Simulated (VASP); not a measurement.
Write the native input for VASP 6.6.1 that does the following.

```yaml
Task: single point
Functional: HSE06
Potentials_or_basis: VASP PAW PBE potentials, release 64 (Ta_pv, N)
Cutoff: 520 eV
k_mesh: 5 × 5 × 5
Occupations: fermi-dirac, width 0.05 eV
Spin: no spin polarisation
Dipole_correction: no
Grid_for_exact_exchange_PRECFOCK: Normal
Further_INCAR_settings: ALGO = Normal; EDIFF = 1e-06; NBANDS = 15
Share_of_exact_exchange: 0.25
Screening_parameter: 0.2079 1/Å
```

TaN:

```
Ta N
1.0
     2.92894    0.00000    0.00000
    -1.46447    2.53654    0.00000
     0.00000    0.00000    2.87216
Ta N
1 1
Direct
  0.00000 0.00000 0.50000
  0.66667 0.33333 0.00000
```

The input as run:

POSCAR

```
TaN
1.0
    2.9289422058      0.0000000000      0.0000000000
   -1.4644711029      2.5365383564      0.0000000000
    0.0000000000      0.0000000000      2.8721566642
Ta N
1 1
Direct
    0.0000000000      0.0000000000      0.5000000000
    0.6666666667      0.3333333333      0.0000000000
```

INCAR.step1

```
SYSTEM = TaN
PREC     = Accurate       ! precision mode
ENCUT    = 520            ! plane-wave cutoff, eV
EDIFF    = 1E-5           ! SCF threshold, eV
ISMEAR   = -1             ! smearing method
SIGMA    = 0.05           ! smearing width, eV
LREAL    = .False.        ! projectors in reciprocal space
LASPH    = .True.         ! aspherical terms in the spheres
NELM     = 100            ! most SCF steps
ALGO     = Normal         ! electronic algorithm
ISIF     = 2              ! what is computed and relaxed
LWAVE    = .True.         ! write WAVECAR
LCHARG   = .False.        ! write CHGCAR
NBANDS   = 15             ! bands
GGA      = PE             ! functional
```

INCAR.step2

```
SYSTEM = TaN
PREC     = Accurate       ! precision mode
ENCUT    = 520            ! plane-wave cutoff, eV
EDIFF    = 1E-6           ! SCF threshold, eV
ISMEAR   = -1             ! smearing method
SIGMA    = 0.05           ! smearing width, eV
LREAL    = .False.        ! projectors in reciprocal space
LASPH    = .True.         ! aspherical terms in the spheres
NELM     = 100            ! most SCF steps
ALGO     = Normal         ! electronic algorithm
ISIF     = 2              ! what is computed and relaxed
LWAVE    = .False.        ! write WAVECAR
LCHARG   = .False.        ! write CHGCAR
GGA      = PE             ! functional
LHFCALC  = .True.         ! exact exchange
HFSCREEN = 0.2079         ! screening, 1/A
PRECFOCK = Normal       
NBANDS   = 15             ! bands
ISTART   = 1
```

KPOINTS

```
regular mesh
0
Gamma
  5 5 5
  0 0 0
```

Potentials or basis: VASP PAW PBE potentials, release 64 (Ta_pv, N).

Command:

```console
$ cat potpaw_PBE.64/Ta_pv/POTCAR potpaw_PBE.64/N/POTCAR > POTCAR
$ cp INCAR.step1 INCAR
$ mpirun -np 1 vasp_std > vasp.out
$ cp INCAR.step2 INCAR
$ mpirun -np 1 vasp_std > vasp.out
```

Results of the run:

```
Pressure               : -0.7 GPa
Band gap on the k mesh : zero (filled and empty bands touch)
```

Caveat: the k points lie up to 0.50 Å⁻¹ apart; the PAW data sets were made with another functional, which shifts forces and pressure a little; spin-orbit coupling is left out, which moves the levels of the heavy elements.

It took 16 min on 1 thread of Intel Xeon 8259CL (shared host), peak memory 0.23 GiB.
